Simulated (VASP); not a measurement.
# H3C2N in VASP: further runs

Runs on H3C2N. Level: PBE+D3(BJ). Tasks: single point.

Everything below comes from runs of VASP 6.6.1. Logs are shortened: lines on timing, memory, paths and dates and some standing lists are left out, and cuts for length are marked.

### Step 1. The cell of the first run

The cell holds an amorphous packing of atoms, 36 atoms: a = 8.052 Å, b = 8.052 Å, c = 8.052 Å, α = 90.00°, β = 90.00°, γ = 90.00°.

### Step 2. Single point, PBE+D3(BJ)

Input file INCAR:

```
  ALGO = Normal
  EDIFF = 1E-7
  ENCUT = 520
  GGA = PE
  ISIF = 2
  ISMEAR = -1
  IVDW = 12
  LASPH = True
  LCHARG = False
  LREAL = Auto
  LWAVE = False
  NBANDS = 72
  NELM = 80
  PREC = Accurate
  SIGMA = 0.02
```

Input file KPOINTS:

```
k-points
0
Gamma
  1 1 1
```

Input file POSCAR:

```
H3C2N
1.0
    8.0517480000      0.0000000000      0.0000000000
    0.0000000000      8.0517480000      0.0000000000
    0.0000000000      0.0000000000      8.0517480000
C N H
12 6 18
Direct
    0.7324993281      0.2157047141      0.2507033255
    0.6452263533      0.1371627627      0.3836309830
    0.1617164372      0.4109915015      0.4551682442
    0.0419784623      0.5230168654      0.5238614025
    0.1472599490      0.8991091127      0.7656970884
    0.2484056878      1.0136308290      0.8612291393
    0.6510387558      0.7516256097      1.1487940258
    0.5583756471      0.6524918564      1.2672030968
    0.5669203756      0.4324278405      0.7579720577
    0.7026672966      0.3236936874      0.7727141982
    1.1335550988      0.9544759722      0.3050517726
    1.1542338384      0.8158973679      0.2033844080
    0.5487504080      0.0969603122      0.4847643021
   -0.0588443652      0.6111467969      0.5860093982
    0.3268358622      1.1072378321      0.9378957215
    0.4965878217      0.5483405591      1.3484152758
    0.8158973679      0.2323967417      0.7894931635
    1.1807001411      0.6990780139      0.1249542335
    0.6520199092      0.3356662429      0.2066383598
    0.8744064022      0.2422827937      0.2399727364
    0.7228865086      0.1281957657      0.1457447501
    0.2864967955      0.4533798127      0.4611048433
    0.1372372807      0.2875524669      0.5134537246
    0.1429379062      0.3773838923      0.3293818932
    0.0930853772      0.7997145465      0.8496912720
    0.0459527546      0.9643123456      0.7173473387
    0.2114075105      0.8291367291      0.6753688764
    0.6347441574      0.6887200146      1.0240881856
    0.6107866267      0.8812123777      1.1531905867
    0.7822028211      0.7411061548      1.1988825284
    0.5537803717      0.5295371887      0.8629057939
    0.5694788262      0.5188065995      0.6505668086
    0.4561618173      0.3620207687      0.7629275034
    1.0411528031      0.9298105206      0.4051045810
    1.2622849101      0.9665727243      0.3636229052
    1.1194960399      1.0644148327      0.2333406361
```

Potentials or basis: VASP PAW PBE potentials, release 64 (C, N, H).

Command:

```bash
$ cat potpaw_PBE.64/C/POTCAR potpaw_PBE.64/N/POTCAR potpaw_PBE.64/H/POTCAR > POTCAR
$ mpirun -np 1 vasp_gam > vasp.out
```

OUTCAR:

```text
EDIFF = 1E-7
   ENCUT = 520
   GGA = PE
   ISIF = 2
   ISMEAR = -1
   IVDW = 12
   LASPH = True
   LREAL = Auto
   NELM = 80
   PREC = Accurate
 IVDW          = 12

 ion  position               nearest neighbor table
   1  0.732  0.216  0.251-  21 1.10  20 1.17  19 1.22   2 1.43
   2  0.645  0.137  0.384-  13 1.17   1 1.43
   3  0.162  0.411  0.455-  24 1.06  22 1.06  23 1.12   4 1.43
   4  0.042  0.523  0.524-  14 1.19   3 1.43
   5  0.147  0.899  0.766-  26 1.05  27 1.06  25 1.13   6 1.45
   6  0.248  0.014  0.861-  15 1.16   5 1.45
   7  0.651  0.752  0.149-  29 1.09  28 1.13  30 1.13   8 1.45
   8  0.558  0.652  0.267-  16 1.17   7 1.45
   9  0.567  0.432  0.758-  33 1.06  32 1.11  31 1.16  10 1.41
  10  0.703  0.324  0.773-  17 1.18   9 1.41
  11  0.134  0.954  0.305-  36 1.06  34 1.11  35 1.14  12 1.39
  12  0.154  0.816  0.203-  18 1.15  11 1.39
  13  0.549  0.097  0.485-   2 1.17
  14  0.941  0.611  0.586-   4 1.19
  15  0.327  0.107  0.938-   6 1.16
  16  0.497  0.548  0.348-   8 1.17
  17  0.816  0.232  0.789-  10 1.18
[... 17 lines left out ...]
  35  0.262  0.967  0.364-  11 1.14
  36  0.119  0.064  0.233-  11 1.06

  LATTYP: Found a simple cubic cell.
 ALAT       =     8.0517480000

  Lattice vectors:

 A1 = (   8.0517480000,   0.0000000000,   0.0000000000)
 A2 = (   0.0000000000,   8.0517480000,   0.0000000000)
 A3 = (   0.0000000000,   0.0000000000,   8.0517480000)

Analysis of symmetry for initial positions (statically):
=====================================================================
 Subroutine PRICEL returns:
 Original cell was already a primitive cell.

 Routine SETGRP: Setting up the symmetry group for a
 simple cubic supercell.

 Subroutine GETGRP returns: Found  1 space group operations
 (whereof  1 operations were pure point group operations)
 out of a pool of 48 trial point group operations.

The static configuration has the point symmetry C_1 .

Analysis of symmetry for dynamics (positions and initial velocities):
=====================================================================
 Subroutine PRICEL returns:
 Original cell was already a primitive cell.

 Routine SETGRP: Setting up the symmetry group for a
 simple cubic supercell.

 Subroutine GETGRP returns: Found  1 space group operations
 (whereof  1 operations were pure point group operations)
 out of a pool of 48 trial point group operations.

The dynamic configuration has the point symmetry C_1 .

 Subroutine INISYM returns: Found  1 space group operations
[... 146 lines left out ...]
   NFREE  =      0    steps in history (QN), initial steepest desc. (CG)
   ISIF   =      2    stress and relaxation
   ISYM   =      2    0-nonsym 1-usesym 2-fastsym
   POTIM  = 0.5000    time-step for ionic-motion
   TEBEG  =    0.0;   TEEND  =   0.0 temperature during run
   PSTRESS=    0.0 pullay stress
   NELECT =      96.0000    total number of electrons
   NUPDOWN=      -1.0000    fix difference up-down
   EMIN   =  10.00;   EMAX   =-10.00  energy-range for DOS
   EFERMI =   0.00;   METHOD = LEGACY
   ISMEAR =    -1;   SIGMA  =   0.02  broadening in eV -4-tet -1-fermi 0-gaus
   EFERMI_NEDOS =   21; number of points for ismear=-14 and -15
   IALGO  =     38    algorithm
   IMIX   =      4    mixing-type and parameters
     AMIX     =   0.40;   BMIX     =  1.00
     AMIX_MAG =   1.60;   BMIX_MAG =  1.00
  volume/ion in A,a.u.               =      14.50        97.85
  Fermi-wavevector in a.u.,A,eV,Ry     =   0.930983  1.759303 11.792568  0.866729
  Thomas-Fermi vector in A             =   2.057429
   LORBIT       =      0    0 simple, 1 ext, 2 COOP (PROOUT), +10 PAW based schemes
   GGA     = PE    functional components
   LHFCALC =     F    Hartree Fock is set to
   AEXX    =    0.0000 exact exchange contribution
   IVDW    =    12    specifies the selected vdW correction
   LEPSILON=     F    determine dielectric tensor
   LRPA    =     F    only Hartree local field effects (RPA)
 non-spin polarized calculation
  energy-cutoff  :      520.00
  volume of cell :      522.00
 maximum number of plane-waves:      6999
 NGX is ok and might be reduce to    60
   NGX = 29   NGY = 29   NGZ = 29

 number of electron      96.0000003 magnetization

 Free energy of the ion-electron system (eV)
  ---------------------------------------------------
  ext. energy  EPLUGINS =         0.00000000
  ---------------------------------------------------
  free energy    TOTEN  =      -219.60878446 eV

  energy without entropy =     -219.60878446  energy(sigma->0) =     -219.60878446

 E-fermi :  -3.8563     XC(G=0):  -6.2257

 val. band max:       -4.4099566648   @ k =   0.0000   0.0000   0.0000
 cond. band min:       1.4022596998   @ k =   0.0000   0.0000   0.0000
 fundamental gap:      5.8122163646
 Fermi energy:        -3.8562866759

 k-point     1 :       0.0000    0.0000    0.0000
  band No.  band energies     occupation
      1     -19.8641      2.00000
      2     -19.7881      2.00000
      3     -19.6070      2.00000
      4     -19.4358      2.00000
      5     -19.2827      2.00000
      6     -19.0881      2.00000
[... 52 lines left out ...]
     59       2.8609      0.00000
     60       3.0050      0.00000
 [bands above 60 left out]

------------------------ aborting loop because EDIFF is reached ----------------------------------------

 Edisp (eV)   -1.59396

 E8    (eV) :    -0.3790

  FORCE on cell =-STRESS in cart. coord.  units (eV):
  Direction    XX          YY          ZZ          XY          YZ          ZX
  --------------------------------------------------------------------------------------
  -------------------------------------------------------------------------------------
  Total      -3.02236    -1.65977     1.93208     1.18973     2.35830     2.24981
  in kB      -9.27656    -5.09434     5.93015     3.65165     7.23833     6.90534
  external pressure =       -2.81 kB  Pullay stress =        0.00 kB

 VOLUME and BASIS-vectors are now :
 -----------------------------------------------------------------------------
  energy-cutoff  :      520.00
  volume of cell :      522.00
      direct lattice vectors                 reciprocal lattice vectors
     8.051748000  0.000000000  0.000000000     0.124196634  0.000000000  0.000000000
     0.000000000  8.051748000  0.000000000     0.000000000  0.124196634  0.000000000
     0.000000000  0.000000000  8.051748000     0.000000000  0.000000000  0.124196634

 POSITION                                       TOTAL-FORCE (eV/Angst)
 -----------------------------------------------------------------------------------
      5.89790      1.73680      2.01860         0.267407      1.652258     -2.708358
      5.19520      1.10440      3.08890        -0.302927      0.684172      1.041889
      1.30210      3.30920      3.66490        -1.175095     -1.611801      1.004662
      0.33800      4.21120      4.21800        -1.944336      1.728956      0.861166
      1.18570      7.23940      6.16520        -0.002239     -1.037619      2.535828
      2.00010      0.10975      6.93440        -0.163618     -0.593426     -0.479385
[... 28 lines left out ...]
      2.11185      7.78260      2.92780        -1.019710      0.226571      0.018657
      0.96215      0.51865      1.87880        -0.541964      1.015423     -0.481117
 -----------------------------------------------------------------------------------
    total drift:                               -0.021337      0.007005     -0.001300

  FREE ENERGIE OF THE ION-ELECTRON SYSTEM (eV)
  ---------------------------------------------------
  free  energy   TOTEN  =      -221.2027430442 eV

  energy  without entropy=     -221.2027430442  energy(sigma->0) =     -221.20274304
```

Wall time 1.8 min (1 thread of Intel Xeon Platinum 8375C at 2.90GHz (Ice Lake), shared host); peak memory 0.47 GiB.

What came out:

- Free energy: -221.2027 eV
- Pressure: -0.3 GPa
- Largest force: 3.216 eV/Å
- Band gap on the k mesh: 5.81 eV
- Dispersion energy per atom: -0.044 eV

Forces on the atoms (eV/Å):
```
C    0.267  1.652 -2.708
C   -0.303  0.684  1.042
C   -1.175 -1.612  1.005
C   -1.944  1.729  0.861
C   -0.002 -1.038  2.536
C   -0.164 -0.593 -0.479
C    0.630 -0.800  0.535
C   -0.486 -1.138  0.266
C   -0.507  3.087  0.746
C    2.439 -1.309  0.460
C    1.461  0.189  2.348
C   -0.238 -0.537 -0.397
N    0.349 -0.366 -0.356
N    1.638 -1.288 -1.109
N    0.312  0.360  0.401
N    0.508  1.049 -0.355
N   -1.098  0.814 -0.168
N    0.112 -1.307 -0.946
H    1.565 -2.017  0.965
H   -1.808 -0.134  1.188
H   -0.241  0.129 -0.304
H    1.101  0.242  0.421
H    0.595  0.463  0.409
H   -0.487  0.384 -1.603
H    0.422  0.820 -0.354
H   -1.487  0.918 -0.940
H    0.948 -0.357 -1.133
H    0.358  0.827  0.769
H   -0.050  0.035 -0.353
H   -0.656  0.236 -0.864
H    0.438 -1.311 -0.624
H    0.174 -0.760 -0.162
H   -1.343 -0.696 -0.178
H    0.233  0.399 -0.455
H   -1.020  0.227  0.019
H   -0.542  1.015 -0.481
```

Levels at points of the mesh, in eV from the valence-band top:
```csv
k point,band 45,band 46,band 47,band 48,band 49,band 50,band 51,band 52
"(0.00, 0.00, 0.00)",-0.38,-0.28,-0.08,0.00,5.81,6.35,6.40,6.51
```

Caveat: the k points lie up to 0.78 Å⁻¹ apart.

### Step 3. Single point, PBE+D3(BJ)

Input file INCAR:

```
SYSTEM = H3C2N
PREC     = Accurate       ! precision mode
ENCUT    = 910            ! plane-wave cutoff, eV
EDIFF    = 1E-6           ! SCF threshold, eV
ISMEAR   = -1             ! smearing method
SIGMA    = 0.02           ! smearing width, eV
LREAL    = Auto         
LASPH    = .TRUE.         ! aspherical terms in the spheres
NELM     = 120            ! most SCF steps
ALGO     = Normal         ! electronic algorithm
ISIF     = 2              ! what is computed and relaxed
LWAVE    = .FALSE.        ! write WAVECAR
LCHARG   = .FALSE.        ! write CHGCAR
GGA      = PE             ! functional
IVDW     = 12             ! dispersion correction
NBANDS   = 72             ! bands
GGA_COMPAT= .FALSE.
```

Input file KPOINTS:

```
regular mesh
0
G
  1 1 1
  0 0 0
```

Input file POSCAR:

```
H3C2N
1.0
    8.0517480000      0.0000000000      0.0000000000
    0.0000000000      8.0517480000      0.0000000000
    0.0000000000      0.0000000000      8.0517480000
C N H
12 6 18
Direct
    0.6558700049      0.2366442666      0.3408825015
    0.5179372231      0.1430993618      0.4212377238
    0.1685099931      0.4354085597      0.4437297342
    0.0557767084      0.5562270454      0.5260224240
    0.2207470974      0.9732296639      0.8638248490
    0.3462726355      1.0414384554      0.9606112859
    0.7092124592      0.7742169775      0.9520665575
    0.6338375220      0.7108642744      1.1008541251
    0.6172696910      0.3758438540      0.7822028211
    0.7496508833      0.2635452575      0.8094888216
    1.0257275811      0.8955819283      0.2922967783
    1.0389048440      0.7474526028      0.1821840425
    0.4160959831      0.0622349333      0.4860435274
   -0.0402272898      0.6379111716      0.5940325008
    0.4550937262      1.0952652766      1.0376504580
    0.5818612306      0.6615706304      1.2246409103
    0.8482009124      0.1681622425      0.8432578864
    1.0607013533      0.6206105805      0.1166082197
    0.7549913385      0.1550594976      0.2762505732
    0.6025399702      0.3147887887      0.2447294674
    0.7211974344      0.3252088863      0.4219332249
    0.2836278532      0.5079269744      0.4253734717
    0.1713540960      0.3173720787      0.5120999813
    0.1159623972      0.4101221250      0.3205763519
    0.1642997272      0.8693391795      0.9230790631
    0.1163225675      1.0724006762      0.8527837682
    0.2595088669      0.9377094266      0.7322260955
    0.8009689325      0.6969666711      0.9006491510
    0.6126992549      0.7940387603      0.8526347322
    0.7545814896      0.8992208897      0.9562395644
    0.5544510335      0.3998510634      0.8978050480
    0.6554601560      0.4991462723      0.7371691215
    0.5202472805      0.3169249708      0.6917876714
    0.9215390248      0.8612912376      0.3718695617
    1.1352193337      0.9154782291      0.3609650973
    0.9941816361      1.0114822272      0.2208712940
```

Potentials or basis: VASP PAW PBE potentials, release 64 (C_h, N_h, H_h).

Command:

```bash
$ cat potpaw_PBE.64/C_h/POTCAR potpaw_PBE.64/N_h/POTCAR potpaw_PBE.64/H_h/POTCAR > POTCAR
$ mpirun -np 1 vasp_gam > vasp.out
```

It took 2.6 min on 1 thread of Intel Xeon Platinum 8375C at 2.90GHz (Ice Lake), shared host; peak memory 0.89 GiB.

It converged, with:

| Quantity | Value |
| --- | --- |
| Free energy | -222.4268 eV |
| Pressure | 0.1 GPa |
| Largest force | 3.545 eV/Å |
| Band gap on the k mesh | 6.26 eV |
| Dispersion energy per atom | -0.045 eV |

Forces on the atoms (eV/Å):
```
C    0.410 -0.755 -0.416
C    0.977 -0.180 -0.096
C   -0.890  1.328  0.100
C    0.697 -1.849 -0.546
C   -2.214  1.123 -2.530
C    1.335  0.247  0.476
C   -2.219  0.692 -1.191
C    0.759  0.624 -0.742
C   -1.809  0.186 -1.654
C   -1.468  1.409 -0.327
C   -1.826 -0.442 -2.168
C    0.697  0.731  0.843
N    0.416  0.628 -0.379
N   -0.622  0.777  0.524
N    0.362  0.356  0.390
N   -0.616 -0.576  1.033
N    2.259 -1.996  0.568
N   -0.224  0.204 -0.258
H   -1.419  0.606  0.885
H   -0.214  0.062 -0.360
H   -0.204 -0.332  0.375
H    0.266 -0.827  0.061
H    0.509  0.300  0.176
H    0.100  0.061 -0.095
H   -0.386 -1.006  0.417
H    0.977 -1.135 -0.071
H   -0.110  0.412  1.170
H    1.193 -1.064 -0.410
H    0.253 -0.490  0.518
H    0.562  0.839  0.720
H   -0.429 -0.116  0.682
H    0.221 -0.279 -0.308
H    1.231  0.799  1.096
H   -0.116  0.341  0.448
H    1.343  0.090  0.794
H    0.200 -0.769  0.274
```

Stress tensor (GPa, compression positive):
```
 0.63 -0.70  0.73
-0.70 -0.63 -0.34
 0.73 -0.34  0.27
```

Levels at points of the mesh, in eV from the valence-band top:
```csv
k point,band 46,band 47,band 48,band 49,band 50,band 51
"(0.00, 0.00, 0.00)",-0.24,-0.10,0.00,6.26,6.69,6.79
```

Caveat: the k points lie up to 0.78 Å⁻¹ apart; the cutoff is under 1.25 times the usual one of these potentials, so pressure, stress and relaxed cells hold a basis-set (Pulay) error.

### Step 4. Single point, PBE+D3(BJ)

Input file INCAR:

```
SYSTEM = H3C2N
ALGO = Normal ; EDIFF = 1E-6
ENCUT = 910 ; GGA = PE
GGA_COMPAT = .FALSE. ; ISIF = 2
ISMEAR = -1 ; IVDW = 12
LASPH = .TRUE. ; LCHARG = .FALSE.
LREAL = Auto ; LWAVE = .FALSE.
NBANDS = 72 ; NELM = 120
PREC = Accurate ; SIGMA = 0.02
```

Input file KPOINTS:

```
k-points
0
G
  1 1 1
  0 0 0
```

Input file POSCAR:

```
H3C2N
1.0
    8.0517480000      0.0000000000      0.0000000000
    0.0000000000      8.0517480000      0.0000000000
    0.0000000000      0.0000000000      8.0517480000
C N H
12 6 18
Direct
    0.6789705788      0.1853137977      0.3074984463
    0.5501165710      0.1309405113      0.4015401376
    0.1373117986      0.3819170694      0.4432453673
    0.0476915075      0.5105847823      0.5322570950
    0.1826559897      0.9498434377      0.7765270349
    0.2877139225      1.0293168639      0.9107339177
    0.6883474247      0.8085697665      1.0779025871
    0.6198902400      0.6718789510      1.1822774384
    0.5792282620      0.4058249215      0.7562084655
    0.7248984941      0.2951781402      0.7884995904
    1.1283015812      0.9620768062      0.2970783487
    1.1240292170      0.7994661532      0.2132704600
    0.4457789787      0.0833607808      0.4865278943
   -0.0157481332      0.6215172159      0.5921322923
    0.3674978402      1.0890057662      1.0162389583
    0.5488621850      0.5793524586      1.2695131542
    0.8429101358      0.2106250717      0.7983111245
    1.1021830291      0.6831311661      0.1314248782
    0.6525415351      0.2571491308      0.1901947254
    0.7437142842      0.2586767494      0.3903872799
    0.7681065031      0.0977924297      0.2909181957
    0.2554848960      0.4391965571      0.3962866200
    0.1528239582      0.2735430865      0.5227808918
    0.0608811900      0.3284876775      0.3354178496
    0.2048499282      0.8094639822      0.7750739343
    0.0491073491      0.9829418407      0.7784024040
    0.2497594311      0.9876116341      0.6586147505
    0.7830473582      0.7440371954      0.9960818446
    0.5945665463      0.8726055510      1.0081537574
    0.7526564418      0.9003510790      1.1576368262
    0.5572951364      0.4986991645      0.8606081561
    0.6256032852      0.4868880646      0.6525291154
    0.4653896272      0.3266371476      0.7282269639
    1.0548765312      0.9611453314      0.4124570218
    1.2491697455      1.0104513952      0.3240538576
    1.0733197313      1.0559570419      0.2081908177
```

Command:

```bash
$ cat potpaw_PBE.64/C_h/POTCAR potpaw_PBE.64/N_h/POTCAR potpaw_PBE.64/H_h/POTCAR > POTCAR
$ mpirun -np 1 vasp_gam > vasp.out
```

It took 2.2 min on 1 thread of Intel Xeon Platinum 8375C at 2.90GHz (Ice Lake), shared host; peak memory 0.89 GiB.

It converged, with:

| Item | Value |
| --- | --- |
| Free energy | -221.9451 eV |
| Pressure | -0.7 GPa |
| Largest force | 3.763 eV/Å |
| Band gap on the k mesh | 6.28 eV |
| Dispersion energy per atom | -0.045 eV |

Forces on the atoms (eV/Å):
```
C   -0.022  2.650 -2.671
C   -1.989 -1.006  0.551
C   -0.568 -0.253 -1.032
C    1.359 -2.352 -1.784
C    2.161 -0.468 -0.101
C   -1.187 -0.650 -0.607
C    1.448 -1.936  0.593
C   -0.942  0.742  0.382
C    0.726  0.115  0.323
C   -0.218  0.136 -0.037
C   -1.348  0.036 -0.939
C   -0.127  1.313  0.370
N   -0.953 -0.364  0.951
N   -1.558  2.430  1.516
N   -0.171 -0.168 -0.551
N    0.781  0.440 -0.705
N   -0.871  0.505  0.051
N    0.128 -0.510 -0.074
H   -0.089 -0.643  0.915
H    1.336  2.343  1.388
H    1.951 -2.725 -0.995
H   -0.533 -0.693  0.172
H    0.559  0.002  0.311
H    0.728  1.003  0.800
H   -0.517  1.236  0.463
H    0.568  0.014  0.169
H   -0.821  0.043  0.619
H   -0.539  0.881  0.345
H   -0.637  0.152 -0.402
H   -0.092 -0.470 -0.270
H    0.062 -1.172 -0.573
H   -0.731 -0.540  0.106
H    1.021  0.943  0.134
H    0.036 -0.191 -0.108
H    0.849 -0.155  0.155
H    0.199 -0.685  0.535
```

Stress tensor (GPa, compression positive):
```
 0.08 -0.46 -0.86
-0.46 -1.10  0.37
-0.86  0.37 -0.97
```

Levels at points of the mesh, in eV from the valence-band top:
```tsv
k point	band 45	band 46	band 47	band 48	band 49	band 50	band 51	band 52
(0.00, 0.00, 0.00)	-0.20	-0.19	-0.09	0.00	6.28	6.76	6.90	7.09
```

Caveat: the k points lie up to 0.78 Å⁻¹ apart; the cutoff is under 1.25 times the usual one of these potentials, so pressure, stress and relaxed cells hold a basis-set (Pulay) error.

[end of part 1 of 2]
